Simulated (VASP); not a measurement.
Write the native input for VASP 6.6.1 that does the following.

```
Task                   : single point
Functional             : r2SCAN
Potentials or basis    : VASP PAW PBE potentials, release 64 (Mg, O)
Cutoff                 : 520 eV
k mesh                 : 12 × 12 × 12
Occupations            : gaussian, width 0.05 eV
Spin                   : no spin polarisation
Dipole correction      : no
Further INCAR settings : ALGO = Normal; EDIFF = 1e-06; NBANDS = 14
```

MgO2:

```
CELL_PARAMETERS angstrom
1.55662 0.89871 3.54639
-1.55662 0.89871 3.54639
0.00000 -1.79743 3.54639
ATOMIC_POSITIONS crystal
Mg 0.00000 0.00000 0.00000
O 0.42879 0.42879 0.42879
O 0.57121 0.57121 0.57121
```

This cell differs from its parent crystal: strain -0.030 along x and y, +0.015 along z.

These files were run (other wordings do the same):

POSCAR

```
MgO2
1.0
    1.5566181855      0.8987139284      3.5463885580
   -1.5566181855      0.8987139284      3.5463885580
    0.0000000000     -1.7974278569      3.5463885580
Mg O
1 2
Direct
    0.0000000000      0.0000000000      0.0000000000
    0.4287860000      0.4287860000      0.4287860000
    0.5712140000      0.5712140000      0.5712140000
```

INCAR.step1

```
  ALGO = Normal
  EDIFF = 1E-4
  ENCUT = 520
  GGA = PE
  ISMEAR = 0
  LASPH = T
  LCHARG = F
  LREAL = F
  LWAVE = T
  NBANDS = 14
  NELM = 60
  PREC = Accurate
  SIGMA = 0.05
```

INCAR.step2

```
  ALGO = Normal
  EDIFF = 1E-6
  ENCUT = 520
  ISIF = 2
  ISMEAR = 0
  ISTART = 1
  LASPH = T
  LCHARG = F
  LMIXTAU = T
  LREAL = F
  LWAVE = F
  METAGGA = R2SCAN
  NBANDS = 14
  NELM = 60
  PREC = Accurate
  SIGMA = 0.05
```

KPOINTS

```
k-points
0
Gamma
  12 12 12
```

Potentials or basis: VASP PAW PBE potentials, release 64 (Mg, O).

The run is started by

```bash
$ cat potpaw_PBE.64/Mg/POTCAR potpaw_PBE.64/O/POTCAR > POTCAR
$ cp INCAR.step1 INCAR
$ mpirun -np 1 vasp_std > vasp.out
$ cp INCAR.step2 INCAR
$ mpirun -np 1 vasp_std > vasp.out
```

It gave:

The pressure is -2.0 GPa. The largest force is 0.725 eV/Å and the band gap on the k mesh is 2.50 eV.

Caveat: the cell differs from its parent crystal (strain -0.030 along x and y, +0.015 along z); the PAW data sets were made with another functional, which shifts forces and pressure a little.

It took 8 min on 1 thread of Intel Xeon 8259CL (shared host), peak memory 0.22 GiB.
